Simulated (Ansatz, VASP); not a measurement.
**Au in VASP and in Ansatz**

Contents of POSCAR:

```
Au
1.0
    2.9717517780      0.0000000000      0.0000000000
   -1.4858758890      2.5736125335      0.0000000000
    0.0000000000      0.0000000000      4.6016757735
Au
2
Direct
    0.3333333333      0.6666666667      0.7500000000
    0.6666666667      0.3333333333      0.2500000000
```

INCAR.step1

```
  ALGO = Normal
  EDIFF = 1E-4
  ENCUT = 520
  GGA = PE
  ISMEAR = 0
  LASPH = True
  LCHARG = False
  LREAL = False
  LWAVE = True
  NBANDS = 18
  NELM = 80
  PREC = Accurate
  SIGMA = 0.15
```

Contents of INCAR.step2:

```
  ALGO = Normal
  EDIFF = 1E-7
  ENCUT = 520
  ISIF = 2
  ISMEAR = 0
  ISTART = 1
  LASPH = True
  LCHARG = True
  LELF = True
  LMIXTAU = True
  LREAL = False
  LVHAR = True
  LWAVE = False
  METAGGA = R2SCAN
  NBANDS = 18
  NELM = 80
  PREC = Accurate
  SIGMA = 0.15
```

File KPOINTS:

```
k-points
0
Gamma
  24 24 14
```

Input for Ansatz:

```yaml
crystal:
  lattice:
    - [2.971751778, 0.0, 0.0]
    - [-1.485875889, 2.5736125335, 0.0]
    - [0.0, 0.0, 4.6016757735]
  atoms:
    - { symbol: Au, position: [0.3333333333, 0.6666666667, 0.75] }
    - { symbol: Au, position: [0.6666666667, 0.3333333333, 0.25] }
basis:
  ecutwfc: 500
kpoints:
  mp_grid: { grid: [24, 24, 14] }
hamiltonian:
  xc: r2scan
scf:
  occupations: { method: gaussian, width: 0.15 }
output:
  forces: true
  stress: true
  eigenvalues: true
  write_density: true
  write_potential: true
  elf: true
  volumetric_format: npy
```

Alike in both runs: task single point; functional r2SCAN; k mesh 24 × 24 × 14; occupations gaussian, width 0.15 eV; no spin polarisation.

```csv
,VASP,Ansatz
version,VASP 6.6.1,Ansatz 0.2.0
potentials or method,"VASP PAW PBE potentials, release 64 (Au), cutoff 520 eV","scalar-relativistic, plane waves, PAW"
valence electrons in the cell,22,38
```

|  | VASP | Ansatz | Ansatz less VASP |
| --- | --- | --- | --- |
| gap on the k mesh at the Fermi level (eV) | none | none | - |
| pressure (GPa) | 0.8 | 0.5 | -0.27 |
| traceless stress, the component that is largest in VASP (GPa) | 3.90 | 3.83 | -0.068 |

VASP's potentials were made for PBE, not for r2SCAN. A gap of «none» marks a metal or a gap that the smearing closes. VASP's potentials hold 22 valence electrons a cell and Ansatz's 38, so a difference there can come from the potentials and not from the codes.

Neither program's run includes spin-orbit coupling.
